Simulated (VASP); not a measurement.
# WC in VASP: notebook, part 2 of 2

VASP 6.6.1.

## 4. Single point, LDA

This run uses another cell than the first one: it holds 6 atoms, not 2.

Input file INCAR:

```
  PREC = Accurate
  ENCUT = 520
  EDIFF = 1E-6
  ISMEAR = -1
  SIGMA = 0.1
  LREAL = F
  LASPH = T
  NELM = 120
  ALGO = Normal
  ISIF = 2
  LWAVE = F
  LCHARG = F
  LDIPOL = T
  IDIPOL = 3
  DIPOL = 0.5 0.5 0.500
  NBANDS = 36
  GGA_COMPAT = F
  NELMDL = -8
```

Input file KPOINTS:

```
Automatic mesh
0
Gamma
  6 6 1
```

Input file POSCAR:

```
WC
1.0
    3.1009234508      0.0000000000      0.0000000000
    1.5504617254      2.6854784836      0.0000000000
    0.0000000000      0.0000000000     20.3297334882
W C
3 3
Direct
    0.0000000000      0.0000000000      0.3443232546
    0.3333333333      0.3333333333      0.4688646509
    0.6666666667      0.6666666667      0.5934060472
    0.6666666667      0.6666666667      0.4065939528
    1.0000000000      0.0000000000      0.5311353491
    0.3333333333      0.3333333333      0.6556767454
```

Run with:

```console
> cat potpaw_LDA.64/W_sv/POTCAR potpaw_LDA.64/C/POTCAR > POTCAR
> mpirun -np 1 vasp_std > vasp.out
```

Run time: 40 s. Hardware: 1 thread of Intel Xeon 6975P-C (Granite Rapids), shared host; peak memory 0.24 GiB.

It converged, with:

```
Free energy            : -66.9872 eV
Largest force          : 3.851 eV/Å
Band gap on the k mesh : zero (band 27 reaches 1.11 eV, above the bottom of band 28 at 0.56 eV)
```

Forces on the atoms (eV/Å):
```
W    0.000  0.000  2.661
W    0.000  0.000 -0.068
W    0.000  0.000  3.851
C    0.000  0.000 -2.096
C    0.000  0.000 -0.558
C    0.000  0.000 -3.789
```

Levels at points of the mesh, in eV from the Fermi level:
| k point | band 25 | band 26 | band 27 | band 28 | band 29 | band 30 |
| --- | --- | --- | --- | --- | --- | --- |
| (0.00, 0.00, 0.00) | -1.19 | -1.19 | -1.05 | -0.20 | -0.15 | -0.15 |
| (0.50, 0.00, 0.00) | -1.10 | -0.53 | 0.09 | 0.95 | 1.19 | 1.43 |

Caveat: the k points lie up to 0.39 Å⁻¹ apart; spin-orbit coupling is left out, which moves the levels of the heavy elements.

## 5. Single point, LDA

This run uses another cell than the first one: it holds 8 atoms, not 2.

Input file INCAR:

```
ALGO     = Normal         # electronic algorithm
DIPOL    = 0.5 0.5 0.500
EDIFF    = 1E-6           # SCF threshold, eV
ENCUT    = 520            # plane-wave cutoff, eV
GGA_COMPAT= F            
IDIPOL   = 3            
ISIF     = 2              # what is computed and relaxed
ISMEAR   = -1             # smearing method
LASPH    = T              # aspherical terms in the spheres
LCHARG   = T              # write CHGCAR
LDIPOL   = T            
LELF     = T              # ELF
LREAL    = F              # projectors in reciprocal space
LVACPOTAV= T            
LVHAR    = T            
LWAVE    = F              # write WAVECAR
NBANDS   = 46             # bands
NELM     = 120            # most SCF steps
NELMDL   = -8           
PREC     = Accurate       # precision mode
SIGMA    = 0.1            # smearing width, eV
```

Input file KPOINTS:

```
k-points
0
Gamma
  6 6 1
```

Input file POSCAR:

```
WC
1.0
    3.1009234508      0.0000000000      0.0000000000
    1.5504617254      2.6854784836      0.0000000000
    0.0000000000      0.0000000000     22.8616268835
W C
4 4
Direct
    0.0000000000      0.0000000000      0.3061899328
    0.3333333333      0.3333333333      0.4169385426
    0.6666666667      0.6666666667      0.5276871525
    1.0000000000      1.0000000000      0.6384357623
    0.6666666667      0.6666666667      0.3615642377
    1.0000000000      1.0000000000      0.4723128475
    0.3333333333      0.3333333333      0.5830614574
    0.6666666667      0.6666666667      0.6938100672
```

Potentials or basis: VASP PAW LDA potentials, release 64 (W_sv, C).

Run with:

```console
> cat potpaw_LDA.64/W_sv/POTCAR potpaw_LDA.64/C/POTCAR > POTCAR
> mpirun -np 1 vasp_std > vasp.out
```

OUTCAR:

```text
EDIFF = 1E-6
   ENCUT = 520
   ISIF = 2
   ISMEAR = -1
   LASPH = T
   LREAL = F
   NELM = 120
   NELMDL = -8
   PREC = Accurate

 ion  position               nearest neighbor table
   1  0.000  0.000  0.306-   5 2.19   5 2.19   5 2.19   2 3.10   2 3.10   2 3.10
   2  0.333  0.333  0.417-   6 2.19   5 2.19   5 2.19   6 2.19   6 2.19   5 2.19   1 3.10   1 3.10
                             1 3.10   3 3.10   3 3.10   3 3.10
   3  0.667  0.667  0.528-   7 2.19   7 2.19   7 2.19   6 2.19   6 2.19   6 2.19   4 3.10   4 3.10
                             4 3.10   2 3.10   2 3.10   2 3.10
   4  0.000  0.000  0.638-   7 2.19   8 2.19   8 2.19   7 2.19   7 2.19   8 2.19   3 3.10   3 3.10
                             3 3.10
   5  0.667  0.667  0.362-   2 2.19   1 2.19   2 2.19   1 2.19   1 2.19   2 2.19
   6  0.000  0.000  0.472-   2 2.19   2 2.19   2 2.19   3 2.19   3 2.19   3 2.19
   7  0.333  0.333  0.583-   4 2.19   3 2.19   3 2.19   4 2.19   4 2.19   3 2.19
   8  0.667  0.667  0.694-   4 2.19   4 2.19   4 2.19

  LATTYP: Found a hexagonal cell.
 ALAT       =     3.1009234508
 C/A-ratio  =     7.3725221684

  Lattice vectors:

 A1 = (  -1.5504617254,  -2.6854784836,   0.0000000000)
 A2 = (   3.1009234508,   0.0000000000,   0.0000000000)
 A3 = (   0.0000000000,   0.0000000000,  22.8616268835)

[... 518 lines left out ...]
     45       5.0696      0.00000
     46       6.5860      0.00000

------------------------ aborting loop because EDIFF is reached ----------------------------------------

  FORCE on cell =-STRESS in cart. coord.  units (eV):
  Direction    XX          YY          ZZ          XY          YZ          ZX
  --------------------------------------------------------------------------------------
  -------------------------------------------------------------------------------------
  Total      -14.0467172    -14.0467172    -12.4826891      0.0000000      0.0000000      0.0000000
  in kB     -118.2130891   -118.2130892   -105.0506834      0.0000000      0.0000000      0.0000000
  external PRESSURE =    -113.8256206 kB  Pullay stress =       0.0000000 kB

 VOLUME and BASIS-vectors are now :
 -----------------------------------------------------------------------------
  energy-cutoff  :      520.00
  volume of cell :      190.38
      direct lattice vectors                 reciprocal lattice vectors
     3.100923451  0.000000000  0.000000000     0.322484581 -0.186186560  0.000000000
     1.550461725  2.685478484  0.000000000     0.000000000  0.372373119  0.000000000
     0.000000000  0.000000000 22.861626884     0.000000000  0.000000000  0.043741419

 POSITION                                       TOTAL-FORCE (eV/Angst)
 -----------------------------------------------------------------------------------
      0.00000      0.00000      7.00000         0.000000      0.000000      2.945585
      1.55046      0.89516      9.53189         0.000000      0.000000     -0.030498
      3.10092      1.79032     12.06379         0.000000      0.000000      0.084674
      0.00000      0.00000     14.59568        -0.000000     -0.000000      3.665773
      3.10092      1.79032      8.26595        -0.000000     -0.000000     -1.948005
      0.00000      0.00000     10.79784        -0.000000     -0.000000     -0.569742
      1.55046      0.89516     13.32973        -0.000000     -0.000000     -0.300488
      3.10092      1.79032     15.86163        -0.000000     -0.000000     -3.847299
 -----------------------------------------------------------------------------------
    total drift:                                0.000000      0.000000      0.000121

  FREE ENERGIE OF THE ION-ELECTRON SYSTEM (eV)
  ---------------------------------------------------
  free  energy   TOTEN  =       -90.7683019229 eV

  energy  without entropy=      -90.5961156495  energy(sigma->0) =      -90.68220879

 vacuum level on the upper side and lower side of the slab         8.546         7.418
```

stdout:

```text
POSCAR found type information on POSCAR W C
 POSCAR found :  2 types and       8 ions
 scaLAPACK will be used
 LDA part: xc-table for (Slater(with rela. corr.)+CA(PZ))
 , standard interpolation
 POSCAR, INCAR and KPOINTS ok, starting setup
 FFT: planning ... GRIDC
 FFT: planning ... GRID_SOFT
 FFT: planning ... GRID
 WAVECAR not read
 entering main loop
 -----------------------------------------------------------------------------
|                                                                             |
|           W    W    AA    RRRRR   N    N  II  N    N   GGGG   !!!           |
|           W    W   A  A   R    R  NN   N  II  NN   N  G    G  !!!           |
|           W    W  A    A  R    R  N N  N  II  N N  N  G       !!!           |
|           W WW W  AAAAAA  RRRRR   N  N N  II  N  N N  G  GGG   !            |
|           WW  WW  A    A  R   R   N   NN  II  N   NN  G    G                |
|           W    W  A    A  R    R  N    N  II  N    N   GGGG   !!!           |
|                                                                             |
|     Did not find any points to average over, which means that no vacuum     |
|     field-free region was found. Please increase the size of  your cell     |
|     in the dimension of the dipole correction to obtain accurate            |
|     workfunction values.                                                    |
|                                                                             |
 -----------------------------------------------------------------------------
```

Wall time 72 s (1 thread of Intel Xeon 6975P-C (Granite Rapids), shared host); peak memory 0.26 GiB.

What came out:

```yaml
Free_energy: -90.7683 eV
Largest_force: 3.847 eV/Å
Band_gap_on_the_k_mesh: zero (band 36 reaches 2.36 eV, above the bottom of band 37 at 1.03 eV)
```

Forces on the atoms (eV/Å):
```
W    0.000  0.000  2.946
W    0.000  0.000 -0.030
W    0.000  0.000  0.085
W    0.000  0.000  3.666
C    0.000  0.000 -1.948
C    0.000  0.000 -0.570
C    0.000  0.000 -0.300
C    0.000  0.000 -3.847
```

Levels at points of the mesh, in eV from the Fermi level:
| k point | band 32 | band 33 | band 34 | band 35 | band 36 | band 37 | band 38 | band 39 | band 40 | band 41 |
| --- | --- | --- | --- | --- | --- | --- | --- | --- | --- | --- |
| (0.00, 0.00, 0.00) | -2.40 | -1.25 | -1.25 | -1.09 | -1.05 | -1.05 | -0.50 | 0.26 | 0.31 | 0.31 |
| (0.50, 0.00, 0.00) | -2.08 | -1.08 | -0.93 | -0.45 | 0.29 | 0.95 | 1.11 | 1.39 | 1.40 | 1.78 |

Caveat: the k points lie up to 0.39 Å⁻¹ apart; spin-orbit coupling is left out, which moves the levels of the heavy elements.

## 6. The runs side by side

```csv
cell,gap on the mesh (eV),largest force (eV/Å)
"a = 3.101, b = 3.101, c = 15.266 Å, angles 90.0, 90.0, 60.0°, 2 atoms",0.42,6.27
"a = 3.101, b = 3.101, c = 17.798 Å, angles 90.0, 90.0, 60.0°, 4 atoms",none,3.72
"a = 3.101, b = 3.101, c = 20.330 Å, angles 90.0, 90.0, 60.0°, 6 atoms",none,3.85
"a = 3.101, b = 3.101, c = 22.862 Å, angles 90.0, 90.0, 60.0°, 8 atoms",none,3.85
```

Alike in all rows: task single point; level LDA; potentials or basis VASP PAW LDA potentials, release 64 (W_sv, C); no spin polarisation; k mesh 6 × 6 × 1; cutoff (eV) 520; smearing fermi-dirac 0.1 eV.

Caveats: some runs use coarse meshes; spin-orbit coupling is left out, which moves the levels of the heavy elements.

Absolute energies hang on the potentials; compare differences alone.
